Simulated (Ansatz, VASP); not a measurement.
Mn in VASP and in Ansatz

Contents of POSCAR:

```
Mn
1.0
    0.0000000000      2.4843527540      2.4843527540
    2.4843527540      0.0000000000      2.4843527540
    2.4843527540      2.4843527540      0.0000000000
Mn
2
Direct
    1.0000000000      0.0000000000      0.0000000000
    0.5000000000      0.5000000000      0.5000000000
```

The input INCAR.step1:

```
  PREC = Accurate
  ENCUT = 520
  ISMEAR = -1
  SIGMA = 0.05
  LREAL = False
  LASPH = True
  NELM = 150
  ISPIN = 2
  MAGMOM = 3.708 -3.708
  LMAXMIX = 4
  NBANDS = 24
  GGA = PE
  ALGO = Normal
  EDIFF = 1E-4
  LWAVE = True
  LCHARG = False
```

File INCAR.step2:

```
  PREC = Accurate
  ENCUT = 520
  EDIFF = 1E-7
  ISMEAR = -1
  SIGMA = 0.05
  LREAL = False
  LASPH = True
  NELM = 150
  ALGO = Normal
  ISIF = 2
  LWAVE = False
  LCHARG = False
  ISPIN = 2
  MAGMOM = 3.708 -3.708
  LORBIT = 11
  LMAXMIX = 4
  METAGGA = R2SCAN
  LMIXTAU = True
  NBANDS = 24
  ISTART = 1
```

KPOINTS

```
regular mesh
0
Gamma
  12 12 12
```

Input for Ansatz:

```yaml
crystal:
  lattice:
    - [0.0, 2.484352754, 2.484352754]
    - [2.484352754, 0.0, 2.484352754]
    - [2.484352754, 2.484352754, 0.0]
  atoms:
    - { symbol: Mn, position: [1.0, 0.0, 0.0], spin: 3.708 }
    - { symbol: Mn, position: [0.5, 0.5, 0.5], spin: -3.708 }
hamiltonian:
  xc: r2scan
  pseudopotentials:
    kind: paw
    azcp:
      Mn: "pseudopotentials/Mn.paw.azcp"
basis:
  ecutwfc: 500
  fft_grid_basis: typed
kpoints:
  mp_grid: { grid: [12, 12, 12], shift: [0, 0, 0] }
magnetization:
  spin_polarized: true
scf:
  occupations: { method: fermi_dirac, width: 0.05 }
  lower_state_search: "off"
output:
  stress: true
  write_density: true
  write_potential: true
  elf: true
  volumetric_format: npy
```

Alike in both runs: task single point; functional r2SCAN; k mesh 12 × 12 × 12; occupations fermi-dirac, width 0.05 eV; collinear spin.

|  | VASP | Ansatz |
| --- | --- | --- |
| version | VASP 6.6.1 | Ansatz 0.2.0 |
| potentials or method | VASP PAW PBE potentials, release 64 (Mn_pv), cutoff 520 eV | plane waves (500 eV) with PAW, scalar-relativistic |
| valence electrons in the cell | 26 | 30 |

```csv
,VASP,Ansatz,Ansatz less VASP
pressure (GPa),2.5,2.3,-0.25
net moment per atom (μB),0.00,0.00,0.000
size of the moment on the site where the two differ most (μB),3.51,3.39,-0.115
```

VASP's potentials were made for PBE, not for r2SCAN. Site moments also hang on the region over which each program counts them. VASP's potentials hold 26 valence electrons a cell and Ansatz's 30, so a difference there can come from the potentials and not from the codes. Ansatz's warnings: stability check not made.
